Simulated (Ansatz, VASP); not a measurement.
## Two plane-wave programs on Mg

Contents of POSCAR:

```
Mg
1.0
    0.0000000000      2.2173443063      2.2173443063
    2.2173443063      0.0000000000      2.2173443063
    2.2173443063      2.2173443063      0.0000000000
Mg
1
Direct
    0.0000000000      0.0000000000      0.0000000000
```

File INCAR.step1:

```
PREC     = Accurate       # precision mode
ENCUT    = 520            # plane-wave cutoff, eV
ISMEAR   = -1             # smearing method
SIGMA    = 0.1            # smearing width, eV
LREAL    = F              # projectors in reciprocal space
LASPH    = T              # aspherical terms in the spheres
NELM     = 60             # most SCF steps
NBANDS   = 7              # bands
GGA      = PE             # functional
ALGO     = Normal         # electronic algorithm
EDIFF    = 1E-4           # SCF threshold, eV
LWAVE    = T              # write WAVECAR
LCHARG   = F              # write CHGCAR
```

File INCAR.step2:

```
PREC     = Accurate       # precision mode
ENCUT    = 520            # plane-wave cutoff, eV
EDIFF    = 1E-6           # SCF threshold, eV
ISMEAR   = -1             # smearing method
SIGMA    = 0.1            # smearing width, eV
LREAL    = F              # projectors in reciprocal space
LASPH    = T              # aspherical terms in the spheres
NELM     = 60             # most SCF steps
ALGO     = Normal         # electronic algorithm
ISIF     = 2              # what is computed and relaxed
LWAVE    = F              # write WAVECAR
LCHARG   = F              # write CHGCAR
METAGGA  = R2SCAN         # meta-GGA
LMIXTAU  = T            
NBANDS   = 7              # bands
ISTART   = 1
```

File KPOINTS:

```
regular mesh
0
Gamma
  14 14 14
```

Input for Ansatz:

```yaml
crystal:
  lattice:
    - [0.0, 2.2173443063, 2.2173443063]
    - [2.2173443063, 0.0, 2.2173443063]
    - [2.2173443063, 2.2173443063, 0.0]
  atoms:
    - { symbol: Mg, position: [0.0, 0.0, 0.0] }
hamiltonian:
  xc: r2scan
  pseudopotentials:
    kind: paw
    azcp:
      Mg: "pseudopotentials/Mg.paw.azcp"
basis:
  ecutwfc: 500
  fft_grid_basis: typed
kpoints:
  mp_grid: { grid: [14, 14, 14], shift: [0, 0, 0] }
magnetization:
  spin_polarized: false
scf:
  occupations: { method: fermi_dirac, width: 0.1 }
  lower_state_search: "off"
output:
  stress: true
```

Alike in both runs: task single point; functional r2SCAN; k mesh 14 × 14 × 14; occupations fermi-dirac, width 0.1 eV; no spin polarisation.

|  | VASP | Ansatz |
| --- | --- | --- |
| version | VASP 6.6.1 | Ansatz 0.2.0 |
| potentials or method | VASP PAW PBE potentials, release 64 (Mg), cutoff 520 eV | plane waves (500 eV) with PAW, scalar-relativistic |
| valence electrons in the cell | 2 | 10 |

|  | VASP | Ansatz | Ansatz less VASP |
| --- | --- | --- | --- |
| pressure (GPa) | 1.5 | 1.8 | +0.27 |

VASP's potentials were made for PBE, not for r2SCAN. The functional is the same, so the differences come from potentials, cutoffs and numerics. VASP's potentials hold 2 valence electrons a cell and Ansatz's 10, so a difference there can come from the potentials and not from the codes.
